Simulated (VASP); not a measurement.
# WSe2 in VASP: further runs

The runs below take WSe2 through single point, with PBEsol.

All numbers are computed with VASP 6.6.1; they aren't measurements. Logs are shortened: lines on timing, memory, paths and dates and some standing lists are left out, and cuts for length are marked.

## 1. The cell of the first run

The cell holds a slab with vacuum, 6 atoms: a = 3.271 Å, b = 3.271 Å, c = 23.987 Å, α = 90.00°, β = 90.00°, γ = 120.00°.

## 2. Single point, PBEsol (atom 1 (W) moved by -0.830 Å along [1 0 0] and +0.553 Å along [0 0 1])

Contents of INCAR:

```
SYSTEM = WSe2
PREC = Accurate
ENCUT = 520
EDIFF = 1E-6
ISMEAR = 0
SIGMA = 0.05
LREAL = .FALSE.
LASPH = .TRUE.
NELM = 100
ALGO = Normal
ISIF = 2
LWAVE = .FALSE.
LCHARG = .FALSE.
GGA = PS
NBANDS = 35
```

Contents of KPOINTS:

```
regular mesh
0
G
  9 9 2
  0 0 0
```

Contents of POSCAR:

```
WSe2
1.0
    3.2705808386      0.0000000000      0.0000000000
   -1.6352904193      2.8324060913      0.0000000000
    0.0000000000      0.0000000000     23.9869951139
W Se
2 4
Direct
    0.4128891143      0.3333333333      0.1606888074
    0.3333333333      0.6666666667      0.8623778584
    0.3333333333      0.6666666667      0.2073407565
    0.6666666667      0.3333333333      0.9321940382
    0.3333333333      0.6666666667      0.0678059618
    0.6666666667      0.3333333333      0.7926592435
```

Potentials or basis: VASP PAW PBE potentials, release 64 (W_sv, Se).

On the command line:

```console
> cat potpaw_PBE.64/W_sv/POTCAR potpaw_PBE.64/Se/POTCAR > POTCAR
> mpirun -np 1 vasp_std > vasp.out
```

OUTCAR:

```text
SYSTEM = WSe2
   PREC = Accurate
   ENCUT = 520
   EDIFF = 1E-6
   ISMEAR = 0
   LREAL = .FALSE.
   LASPH = .TRUE.
   NELM = 100
   ISIF = 2
   GGA = PS

 ion  position               nearest neighbor table
   1  0.413  0.333  0.161-   3 1.67   3 2.35   5 2.55   3 2.87   5 3.04
   2  0.333  0.667  0.862-   6 2.52   6 2.52   6 2.52   4 2.52   4 2.52   4 2.52
   3  0.333  0.667  0.207-   1 1.67   1 2.35   1 2.87
   4  0.667  0.333  0.932-   2 2.52   2 2.52   2 2.52
   5  0.333  0.667  0.068-   1 2.55   1 3.04
   6  0.667  0.333  0.793-   2 2.52   2 2.52   2 2.52

  LATTYP: Found a hexagonal cell.
 ALAT       =     3.2705808386
 C/A-ratio  =     7.3341697691

  Lattice vectors:

 A1 = (   3.2705808386,   0.0000000000,   0.0000000000)
 A2 = (  -1.6352904193,   2.8324060913,   0.0000000000)
 A3 = (   0.0000000000,   0.0000000000,  23.9869951139)

Analysis of symmetry for initial positions (statically):
=====================================================================
 Subroutine PRICEL returns:
 Original cell was already a primitive cell.

 Routine SETGRP: Setting up the symmetry group for a
 hexagonal supercell.

 Subroutine GETGRP returns: Found  1 space group operations
 (whereof  1 operations were pure point group operations)
 out of a pool of 24 trial point group operations.

The static configuration has the point symmetry C_1 .

Analysis of symmetry for dynamics (positions and initial velocities):
=====================================================================
 Subroutine PRICEL returns:
 Original cell was already a primitive cell.

 Routine SETGRP: Setting up the symmetry group for a
 hexagonal supercell.

 Subroutine GETGRP returns: Found  1 space group operations
 (whereof  1 operations were pure point group operations)
 out of a pool of 24 trial point group operations.

The dynamic configuration has the point symmetry C_1 .

 Subroutine INISYM returns: Found  1 space group operations
 (whereof  1 operations are pure point group operations),
 and found     1 'primitive' translations

----------------------------------------------------------------------------------------

                                     Primitive cell

  volume of cell :     222.2062

  direct lattice vectors                    reciprocal lattice vectors
     3.270580839  0.000000000  0.000000000     0.305756087  0.176528359  0.000000000
    -1.635290419  2.832406091  0.000000000     0.000000000  0.353056718  0.000000000
     0.000000000  0.000000000 23.986995114     0.000000000  0.000000000  0.041689257

  length of vectors
     3.270580839  3.270580839 23.986995114     0.353056718  0.353056718  0.041689257

  position of ions in fractional coordinates (direct lattice)
     0.412889114  0.333333333  0.160688807
     0.333333333  0.666666667  0.862377858
     0.333333333  0.666666667  0.207340757
     0.666666667  0.333333333  0.932194038
     0.333333333  0.666666667  0.067805962
     0.666666667  0.333333333  0.792659243

  ion indices of the primitive-cell ions
   primitive index   ion index
                 1           1
                 2           2
                 3           3
                 4           4
                 5           5
                 6           6

----------------------------------------------------------------------------------------

 KPOINTS: regular mesh

Automatic generation of k-mesh.
 Grid dimensions read from file:
 generate k-points for:    9    9    2

 Generating k-lattice:

  Cartesian coordinates                     Fractional coordinates (reciprocal lattice)
     0.033972899  0.019614262  0.000000000     0.111111111  0.000000000  0.000000000
     0.000000000  0.039228524  0.000000000     0.000000000  0.111111111  0.000000000
     0.000000000  0.000000000  0.020844628     0.000000000  0.000000000  0.500000000

  Length of vectors
     0.039228524  0.039228524  0.020844628

  Shift w.r.t. Gamma in fractional coordinates (k-lattice)
     0.000000000  0.000000000  0.000000000

 Subroutine IBZKPT returns following result:
 ===========================================

 Found     82 irreducible k-points:

 Following reciprocal coordinates:
            Coordinates               Weight
  0.000000  0.000000  0.000000      1.000000
  0.111111  0.000000  0.000000      2.000000
  0.000000  0.111111  0.000000      2.000000
 -0.111111  0.111111  0.000000      2.000000
  0.222222 -0.000000  0.000000      2.000000
  0.000000  0.222222  0.000000      2.000000
[... 16 lines left out ...]
  0.333333  0.111111  0.000000      2.000000
 -0.111111  0.444444  0.000000      2.000000
 [... further k-points ...]
   k-points           NKPTS =     82   k-points in BZ     NKDIM =     82   number of bands    NBANDS=     35
   number of dos      NEDOS =    301   number of ions     NIONS =      6
   total plane-waves  NPLWV = 103680
   dimension x,y,z NGX =    24 NGY =   24 NGZ =  180
   dimension x,y,z NGXF=    48 NGYF=   48 NGZF=  360
   ions per type =               2   4
   NGX,Y,Z   is equivalent  to a cutoff of  12.20, 12.20, 12.48 a.u.
   NGXF,Y,Z  is equivalent  to a cutoff of  24.40, 24.40, 24.95 a.u.
 SYSTEM =  WSe2
   PREC   = accura    normal or accurate (medium, high low for compatibility)
   ISTART =      0    job   : 0-new  1-cont  2-samecut
   ICHARG =      2    charge: 1-file 2-atom 10-const
   ISPIN  =      1    spin polarized calculation?
   LNONCOLLINEAR =      F non collinear calculations
   LSORBIT =      F    spin-orbit coupling
   LASPH  =      T    aspherical Exc in radial PAW
   ENCUT  =  520.0 eV  38.22 Ry    6.18 a.u.   6.08  6.08 44.60*2*pi/ulx,y,z
   NELM   =    100;   NELMIN=  2; NELMDL= -5     # of ELM steps
   EDIFF  = 0.1E-05   stopping-criterion for ELM
   LREAL  =      F    real-space projection
   EDIFFG = 0.1E-04   stopping-criterion for IOM
   NSW    =      0    number of steps for IOM
   IBRION =     -1    ionic relax: 0-MD 1-quasi-New 2-CG
   NFREE  =      0    steps in history (QN), initial steepest desc. (CG)
   ISIF   =      2    stress and relaxation
   ISYM   =      2    0-nonsym 1-usesym 2-fastsym
   POTIM  = 0.5000    time-step for ionic-motion
   TEBEG  =    0.0;   TEEND  =   0.0 temperature during run
   PSTRESS=    0.0 pullay stress
   NELECT =      52.0000    total number of electrons
   NUPDOWN=      -1.0000    fix difference up-down
   EMIN   =  10.00;   EMAX   =-10.00  energy-range for DOS
   EFERMI =   0.00;   METHOD = LEGACY
   ISMEAR =     0;   SIGMA  =   0.05  broadening in eV -4-tet -1-fermi 0-gaus
   EFERMI_NEDOS =   21; number of points for ismear=-14 and -15
   IALGO  =     38    algorithm
   IMIX   =      4    mixing-type and parameters
     AMIX     =   0.40;   BMIX     =  1.00
     AMIX_MAG =   1.60;   BMIX_MAG =  1.00
  volume/ion in A,a.u.               =      37.03       249.92
  Fermi-wavevector in a.u.,A,eV,Ry     =   1.008844  1.906438 13.847540  1.017765
  Thomas-Fermi vector in A             =   2.141735
   LORBIT       =      0    0 simple, 1 ext, 2 COOP (PROOUT), +10 PAW based schemes
   GGA     = PS    functional components
   LHFCALC =     F    Hartree Fock is set to
   AEXX    =    0.0000 exact exchange contribution
   IVDW    =     0    specifies the selected vdW correction
   LEPSILON=     F    determine dielectric tensor
   LRPA    =     F    only Hartree local field effects (RPA)
 non-spin polarized calculation
 Gauss-broadening in eV      SIGMA  =   0.05
  energy-cutoff  :      520.00
  volume of cell :      222.21
 maximum number of plane-waves:      6072
   NGX = 13   NGY = 13   NGZ = 89

 number of electron      52.0000001 magnetization

 Free energy of the ion-electron system (eV)
  ---------------------------------------------------
  ext. energy  EPLUGINS =         0.00000000
  ---------------------------------------------------
  free energy    TOTEN  =       -31.87498134 eV

  energy without entropy =      -31.87260436  energy(sigma->0) =      -31.87379285

 E-fermi :   1.6639     XC(G=0):  -6.3392

 val. band max:        1.6309722914   @ k =   0.2222  -0.0000   0.0000
 cond. band min:       1.6721074590   @ k =   0.4444  -0.0000   0.5000
 fundamental gap:      0.0411351676
 Fermi energy:         1.6639299394

 k-point     1 :       0.0000    0.0000    0.0000
  band No.  band energies     occupation
      1     -72.6868      2.00000
      2     -72.6416      2.00000
      3     -38.7564      2.00000
      4     -36.9094      2.00000
      5     -36.8817      2.00000
      6     -36.7567      2.00000
[... 27 lines left out ...]
     34       5.1155      0.00000
     35       5.6711      0.00000

 k-point     2 :       0.1111    0.0000    0.0000
  band No.  band energies     occupation
      1     -72.6854      2.00000
      2     -72.6403      2.00000
      3     -38.7587      2.00000
      4     -36.9037      2.00000
      5     -36.8826      2.00000
      6     -36.7859      2.00000
[... 27 lines left out ...]
     34       5.3597      0.00000
     35       5.9602      0.00000

 k-point     3 :       0.0000    0.1111    0.0000
  band No.  band energies     occupation
      1     -72.6848      2.00000
      2     -72.6403      2.00000
      3     -38.7737      2.00000
      4     -36.9037      2.00000
      5     -36.8968      2.00000
      6     -36.7856      2.00000
[... 27 lines left out ...]
     34       5.1180      0.00000
     35       5.9011      0.00000
[... 723 lines left out ...]
 k-point    23 :       0.3333    0.1111    0.0000
  band No.  band energies     occupation
      1     -72.6751      2.00000
      2     -72.6312      2.00000
      3     -38.7889      2.00000
      4     -36.9714      2.00000
      5     -36.9038      2.00000
      6     -36.8645      2.00000
[... 27 lines left out ...]
     34       5.6932      0.00000
     35       7.0421      0.00000

 k-point    24 :      -0.1111    0.4444    0.0000
  band No.  band energies     occupation
      1     -72.6702      2.00000
      2     -72.6312      2.00000
      3     -38.9156      2.00000
      4     -36.9920      2.00000
      5     -36.9713      2.00000
      6     -36.8645      2.00000
[... 27 lines left out ...]
     34       5.7250      0.00000
     35       6.7796      0.00000

 [... further k-points ...]
[... 5 lines left out ...]
  --------------------------------------------------------------------------------------
  -------------------------------------------------------------------------------------
  Total       21.5508685     31.1527457     38.6726171    -25.5287969     30.8538250    -27.1560910
  in kB      155.3885827    224.6211557    278.8418084   -184.0707053    222.4658433   -195.8040107
  external PRESSURE =     219.6171823 kB  Pullay stress =       0.0000000 kB

 VOLUME and BASIS-vectors are now :
 -----------------------------------------------------------------------------
  energy-cutoff  :      520.00
  volume of cell :      222.21
      direct lattice vectors                 reciprocal lattice vectors
     3.270580839  0.000000000  0.000000000     0.305756087  0.176528359  0.000000000
    -1.635290419  2.832406091  0.000000000     0.000000000  0.353056718  0.000000000
     0.000000000  0.000000000 23.986995114     0.000000000  0.000000000  0.041689257

 POSITION                                       TOTAL-FORCE (eV/Angst)
 -----------------------------------------------------------------------------------
      0.80529      0.94414      3.85444        24.366836    -27.122654    -37.472637
     -0.00000      1.88827     20.68585        -0.002877     -0.002996     -0.007247
     -0.00000      1.88827      4.97348       -24.354681     27.268020     36.447101
      1.63529      0.94414     22.36053        -0.010007     -0.002376      0.078394
     -0.00000      1.88827      1.62646         0.004379     -0.140923      1.019013
      1.63529      0.94414     19.01351        -0.003650      0.000929     -0.064625
 -----------------------------------------------------------------------------------
    total drift:                               -0.000117     -0.000049     -0.000337

  FREE ENERGIE OF THE ION-ELECTRON SYSTEM (eV)
  ---------------------------------------------------
  free  energy   TOTEN  =       -31.8749813390 eV

  energy  without entropy=      -31.8726043583  energy(sigma->0) =      -31.87379285
```

Run time: 6.3 min. Hardware: 1 thread of Intel Xeon 6975P-C (Granite Rapids), shared host; peak memory 0.68 GiB.

Results:

| Quantity | Value |
| --- | --- |
| Free energy | -31.8750 eV |
| Largest force | 52.284 eV/Å |
| Band gap on the k mesh | zero (band 26 reaches 2.07 eV, above the bottom of band 27 at 1.52 eV) |

Forces on the atoms (eV/Å):
```
W    24.367 -27.123 -37.473
W    -0.003  -0.003  -0.007
Se  -24.355  27.268  36.447
Se   -0.010  -0.002   0.078
Se    0.004  -0.141   1.019
Se   -0.004   0.001  -0.065
```

Levels at points of the mesh, in eV from the Fermi level:
```csv
k point,band 22,band 23,band 24,band 25,band 26,band 27,band 28,band 29,band 30,band 31
"(0.00, 0.00, 0.00)",-1.54,-1.54,-0.71,-0.56,0.41,1.44,1.97,2.15,2.69,2.69
"(0.00, 0.00, 0.50)",-1.54,-1.54,-0.71,-0.56,0.41,1.44,1.97,2.15,2.69,2.69
```

Caveat: the cell differs from its parent crystal (atom 1 (W) moved by -0.830 Å along [1 0 0] and +0.553 Å along [0 0 1]); the PAW data sets were made with another functional, which shifts forces and pressure a little; spin-orbit coupling is left out, which moves the levels of the heavy elements.

(Continued in part 2 of 2.)
